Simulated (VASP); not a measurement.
# ZnSe (P6_3/mmc) in VASP: a series of runs, part 2 of 2

VASP 6.6.1. Earlier steps stand in the parts before.

### Step 5. Relaxation of cell and atoms, r2SCAN

File POSCAR:

```
ZnSe
1.0
    3.8181733019      0.0000000000      0.0000000000
   -1.9090866510      3.3066350755      0.0000000000
    0.0000000000      0.0000000000      6.1828629863
Zn Se
2 2
Direct
    0.0000000000      0.0000000000      0.0000000000
    0.0000000000      0.0000000000      0.5000000000
    0.3333333333      0.6666666667      0.2500000000
    0.6666666667      0.3333333333      0.7500000000
```

File INCAR.step1:

```
SYSTEM = ZnSe
PREC = Accurate ; ENCUT = 600
ISMEAR = -1 ; SIGMA = 0.02
LREAL = .False. ; LASPH = .True.
NELM = 80 ; GGA = PE
ALGO = Normal ; EDIFF = 1E-4
LWAVE = .True. ; LCHARG = .False.
```

File INCAR.step2:

```
SYSTEM = ZnSe
PREC = Accurate ; ENCUT = 600
EDIFF = 1E-7 ; ISMEAR = -1
SIGMA = 0.02 ; LREAL = .False.
LASPH = .True. ; NELM = 80
ALGO = Normal ; ISIF = 3
LWAVE = .False. ; LCHARG = .False.
METAGGA = R2SCAN ; LMIXTAU = .True.
IBRION = 2 ; NSW = 80
EDIFFG = -0.005 ; ISTART = 1
```

File KPOINTS:

```
regular mesh
0
Gamma
  12 12 4
  0 0 0
```

Potentials or basis: VASP PAW PBE potentials, release 64 (Zn, Se).

The run is started by

```
$ cat potpaw_PBE.64/Zn/POTCAR potpaw_PBE.64/Se/POTCAR > POTCAR
$ cp INCAR.step1 INCAR
$ mpirun -np 1 vasp_std > vasp.out
$ cp INCAR.step2 INCAR
$ mpirun -np 1 vasp_std > vasp.out
```

OUTCAR:

```text
SYSTEM = ZnSe
   PREC = Accurate
   ENCUT = 600
   EDIFF = 1E-7
   ISMEAR = -1
   LREAL = .False.
   LASPH = .True.
   NELM = 80
   ISIF = 3
   METAGGA = R2SCAN
   IBRION = 2
   NSW = 80
   EDIFFG = -0.005
   ISTART = 1

 ion  position               nearest neighbor table
   1  0.000  0.000  0.000-   3 2.69   4 2.69   4 2.69   3 2.69   4 2.69   3 2.69
   2  0.000  0.000  0.500-   3 2.69   4 2.69   4 2.69   3 2.69   4 2.69   3 2.69
   3  0.333  0.667  0.250-   1 2.69   2 2.69   1 2.69   2 2.69   1 2.69   2 2.69
   4  0.667  0.333  0.750-   1 2.69   2 2.69   1 2.69   2 2.69   1 2.69   2 2.69

  LATTYP: Found a hexagonal cell.
 ALAT       =     3.8181733019
 C/A-ratio  =     1.6193248701

  Lattice vectors:

 A1 = (   3.8181733019,   0.0000000000,   0.0000000000)
 A2 = (  -1.9090866510,   3.3066350755,   0.0000000000)
 A3 = (   0.0000000000,   0.0000000000,   6.1828629863)

Analysis of symmetry for initial positions (statically):
=====================================================================
 Subroutine PRICEL returns:
 Original cell was already a primitive cell.

 Routine SETGRP: Setting up the symmetry group for a
 hexagonal supercell.

 Subroutine GETGRP returns: Found 24 space group operations
 (whereof 12 operations were pure point group operations)
 out of a pool of 24 trial point group operations.

The static configuration has the point symmetry D_3d.
 The point group associated with its full space group is D_6h.

Analysis of symmetry for dynamics (positions and initial velocities):
=====================================================================
 Subroutine PRICEL returns:
 Original cell was already a primitive cell.

 Routine SETGRP: Setting up the symmetry group for a
 hexagonal supercell.

 Subroutine GETGRP returns: Found 24 space group operations
 (whereof 12 operations were pure point group operations)
 out of a pool of 24 trial point group operations.

The dynamic configuration has the point symmetry D_3d.
 The point group associated with its full space group is D_6h.

 Subroutine INISYM returns: Found 24 space group operations
 (whereof 12 operations are pure point group operations),
 and found     1 'primitive' translations

----------------------------------------------------------------------------------------

                                     Primitive cell

  volume of cell :      78.0605

  direct lattice vectors                    reciprocal lattice vectors
     3.818173302  0.000000000  0.000000000     0.261905346  0.151211122  0.000000000
    -1.909086651  3.306635076  0.000000000     0.000000000  0.302422244  0.000000000
     0.000000000  0.000000000  6.182862986     0.000000000  0.000000000  0.161737370

  length of vectors
     3.818173302  3.818173302  6.182862986     0.302422244  0.302422244  0.161737370

  position of ions in fractional coordinates (direct lattice)
     0.000000000  0.000000000  0.000000000
     0.000000000  0.000000000  0.500000000
     0.333333333  0.666666667  0.250000000
     0.666666667  0.333333333  0.750000000

  ion indices of the primitive-cell ions
   primitive index   ion index
                 1           1
                 2           2
                 3           3
[... 27 lines left out ...]

 Following reciprocal coordinates:
            Coordinates               Weight
  0.000000  0.000000  0.000000      1.000000
  0.083333 -0.000000  0.000000      6.000000
  0.166667 -0.000000  0.000000      6.000000
  0.250000  0.000000  0.000000      6.000000
  0.333333  0.000000  0.000000      6.000000
  0.416667 -0.000000  0.000000      6.000000
[... 16 lines left out ...]
  0.250000  0.000000  0.250000     12.000000
  0.333333  0.000000  0.250000     12.000000
 [... further k-points ...]
   k-points           NKPTS =     57   k-points in BZ     NKDIM =     57   number of bands    NBANDS=     22
   number of dos      NEDOS =    301   number of ions     NIONS =      4
   total plane-waves  NPLWV =  51200
   dimension x,y,z NGX =    32 NGY =   32 NGZ =   50
   dimension x,y,z NGXF=    64 NGYF=   64 NGZF=  100
   ions per type =               2   2
   NGX,Y,Z   is equivalent  to a cutoff of  13.93, 13.93, 13.44 a.u.
   NGXF,Y,Z  is equivalent  to a cutoff of  27.87, 27.87, 26.89 a.u.
 SYSTEM =  ZnSe
   PREC   = accura    normal or accurate (medium, high low for compatibility)
   ISTART =      1    job   : 0-new  1-cont  2-samecut
   ICHARG =      0    charge: 1-file 2-atom 10-const
   ISPIN  =      1    spin polarized calculation?
   LNONCOLLINEAR =      F non collinear calculations
   LSORBIT =      F    spin-orbit coupling
   LASPH  =      T    aspherical Exc in radial PAW
   ENCUT  =  600.0 eV  44.10 Ry    6.64 a.u.   7.63  7.63 12.35*2*pi/ulx,y,z
   NELM   =     80;   NELMIN=  2; NELMDL=  0     # of ELM steps
   EDIFF  = 0.1E-06   stopping-criterion for ELM
   LREAL  =      F    real-space projection
   EDIFFG = -.5E-02   stopping-criterion for IOM
   NSW    =     80    number of steps for IOM
   IBRION =      2    ionic relax: 0-MD 1-quasi-New 2-CG
   NFREE  =      1    steps in history (QN), initial steepest desc. (CG)
   ISIF   =      3    stress and relaxation
   ISYM   =      2    0-nonsym 1-usesym 2-fastsym
   POTIM  = 0.5000    time-step for ionic-motion
   TEBEG  =    0.0;   TEEND  =   0.0 temperature during run
   PSTRESS=    0.0 pullay stress
   NELECT =      36.0000    total number of electrons
   NUPDOWN=      -1.0000    fix difference up-down
   EMIN   =  10.00;   EMAX   =-10.00  energy-range for DOS
   EFERMI =   0.00;   METHOD = LEGACY
   ISMEAR =    -1;   SIGMA  =   0.02  broadening in eV -4-tet -1-fermi 0-gaus
   EFERMI_NEDOS =   21; number of points for ismear=-14 and -15
   IALGO  =     38    algorithm
   IMIX   =      4    mixing-type and parameters
     AMIX     =   0.40;   BMIX     =  1.00
     AMIX_MAG =   1.60;   BMIX_MAG =  1.00
  volume/ion in A,a.u.               =      19.52       131.69
  Fermi-wavevector in a.u.,A,eV,Ry     =   1.264829  2.390180 21.766498  1.599792
  Thomas-Fermi vector in A             =   2.398114
   LORBIT       =      0    0 simple, 1 ext, 2 COOP (PROOUT), +10 PAW based schemes
   METAGGA = R2SCAN    functional components
   LHFCALC =     F    Hartree Fock is set to
   AEXX    =    0.0000 exact exchange contribution
   IVDW    =     0    specifies the selected vdW correction
   LEPSILON=     F    determine dielectric tensor
   LRPA    =     F    only Hartree local field effects (RPA)
 conjugate gradient relaxation of ions
 non-spin polarized calculation
  energy-cutoff  :      600.00
  volume of cell :       78.06
 maximum number of plane-waves:      2641
 NGX is ok and might be reduce to    32
   NGX = 15   NGY = 15   NGZ = 25

--------------------------------------- Ionic step        1  -------------------------------------------

 number of electron      36.0000017 magnetization

 Free energy of the ion-electron system (eV)
  ---------------------------------------------------
  ext. energy  EPLUGINS =         0.00000000
  ---------------------------------------------------
  free energy    TOTEN  =       -48.46840877 eV

  energy without entropy =      -48.46800968  energy(sigma->0) =      -48.46820923

------------------------ aborting loop because EDIFF is reached ----------------------------------------

  FORCE on cell =-STRESS in cart. coord.  units (eV):
  Direction    XX          YY          ZZ          XY          YZ          ZX
  --------------------------------------------------------------------------------------
  -------------------------------------------------------------------------------------
  Total       -1.0003089     -1.0003089     -1.0152272      0.0000000     -0.0000000     -0.0000000
  in kB      -20.5311456    -20.5311456    -20.8373401      0.0000000     -0.0000000     -0.0000000
  external PRESSURE =     -20.6332104 kB  Pullay stress =       0.0000000 kB
[... 215 lines left out ...]
--------------------------------------- Ionic step        7  -------------------------------------------

 number of electron      36.0000000 magnetization

 Free energy of the ion-electron system (eV)
  ---------------------------------------------------
  ext. energy  EPLUGINS =         0.00000000
  ---------------------------------------------------
  free energy    TOTEN  =       -48.48368528 eV

  energy without entropy =      -48.48327597  energy(sigma->0) =      -48.48348063

 E-fermi :   3.0574     XC(G=0): -11.0637

 val. band max:        3.0283025823   @ k =   0.1667  -0.0000   0.0000
 cond. band min:       3.3913317541   @ k =   0.3333   0.2500   0.0000
 fundamental gap:      0.3630291718
 Fermi energy:         3.0574054763

 k-point     1 :       0.0000    0.0000    0.0000
  band No.  band energies     occupation
      1     -11.3783      2.00000
      2      -9.8972      2.00000
      3      -4.2950      2.00000
      4      -4.1559      2.00000
      5      -4.1559      2.00000
      6      -4.0481      2.00000
[... 589 lines left out ...]
     21       8.6379      0.00000
     22       9.2959      0.00000

 [... further k-points ...]
[... 5 lines left out ...]
  --------------------------------------------------------------------------------------
  -------------------------------------------------------------------------------------
  Total       -0.0164910     -0.0164910     -0.0179555      0.0000000      0.0000000      0.0000000
  in kB       -0.3478671     -0.3478671     -0.3787594      0.0000000      0.0000000      0.0000000
  external PRESSURE =      -0.3581645 kB  Pullay stress =       0.0000000 kB
[... 19 lines left out ...]
  FREE ENERGIE OF THE ION-ELECTRON SYSTEM (eV)
  ---------------------------------------------------
  free  energy   TOTEN  =       -48.4836852755 eV

  energy  without entropy=      -48.4832759746  energy(sigma->0) =      -48.48348063

 reached required accuracy - stopping structural energy minimisation
```

Wall time 14 min (1 thread of Intel Xeon 6975P-C (Granite Rapids), shared host); peak memory 0.32 GiB.

What came out:

| Item | Value |
| --- | --- |
| Free energy | -48.4837 eV |
| Relaxed volume | 18.99 Å³/atom |
| Relaxed cell | a = 3.783 Å, b = 3.783 Å, c = 6.130 Å, α = 90.00°, β = 90.00°, γ = 120.00° |
| Space group after relaxing (to 0.1 Å) | P6_3/mmc (No. 194) |
| Energy gained by relaxing | 3.8 meV/atom |
| Ionic steps | 7 |
| Pressure after relaxing | 0.0 GPa |
| Band gap on the k mesh | zero (bands 18 and 19 overlap by 0.01 eV) |

The path:
```
step  energy change (eV)  largest force (eV/Å)  pressure (GPa)  volume (Å³)
   1              0.0000                0.0000           -2.06        78.06
   2             -0.0142                0.0000            0.71        75.26
   3             -0.0153                0.0000            0.08        75.84
   4             -0.0153                0.0000            0.00        75.91
   5             -0.0153                0.0000           -0.04        75.96
   6             -0.0153                0.0000           -0.04        75.96
   7             -0.0153                0.0000           -0.04        75.95
```

Final structure:
```xyz
4
Lattice="3.7825 0.0000 0.0000 -1.8913 3.2758 0.0000 0.0000 0.0000 6.1298" Properties=species:S:1:pos:R:3 pbc="T T T"
Zn    0.0000    0.0000    0.0000
Zn    0.0000    0.0000    3.0649
Se    0.0000    2.1839    1.5324
Se    1.8913    1.0919    4.5973
```

Caveat: semilocal functionals underestimate gaps, and a narrow one can read as zero; the PAW data sets were made with another functional, which shifts forces and pressure a little.

### Step 6. The runs side by side

| task | level | cell | cutoff (eV) | gap on the mesh (eV) | pressure (GPa) | relaxed volume (Å³/atom) |
| --- | --- | --- | --- | --- | --- | --- |
| single point | PBE | a = 3.818, b = 3.818, c = 6.183 Å, angles 90.0, 90.0, 120.0°, 4 atoms | 520 | none | 0.2 | - |
| single point | r2SCAN | a = 3.780, b = 3.780, c = 6.132 Å, angles 90.0, 90.0, 120.0°, 4 atoms | 520 | none | 0.2 | - |
| relaxation of cell and atoms | PBE | relaxed from a = 3.529, b = 3.529, c = 5.752 Å, angles 90.0, 90.0, 120.0°, 4 atoms | 600 | none | 0.0 | 19.57 |
| relaxation of cell and atoms | r2SCAN | relaxed from a = 3.818, b = 3.818, c = 6.183 Å, angles 90.0, 90.0, 120.0°, 4 atoms | 600 | none | 0.0 | 18.99 |

Alike in all rows: potentials or basis VASP PAW PBE potentials, release 64 (Zn, Se); no spin polarisation; k mesh 12 × 12 × 4; smearing fermi-dirac 0.02 eV.

Caveats: semilocal functionals underestimate gaps, and a narrow one can read as zero; the PAW data sets were made with another functional, which shifts forces and pressure a little (at least some runs); the volume moved by over 15 % at a fixed basis, so the end points are rough (at least some runs).

Absolute energies hang on the potentials; compare differences alone.

The gap in the log of VASP goes by the Fermi energy; the results here count the filled bands.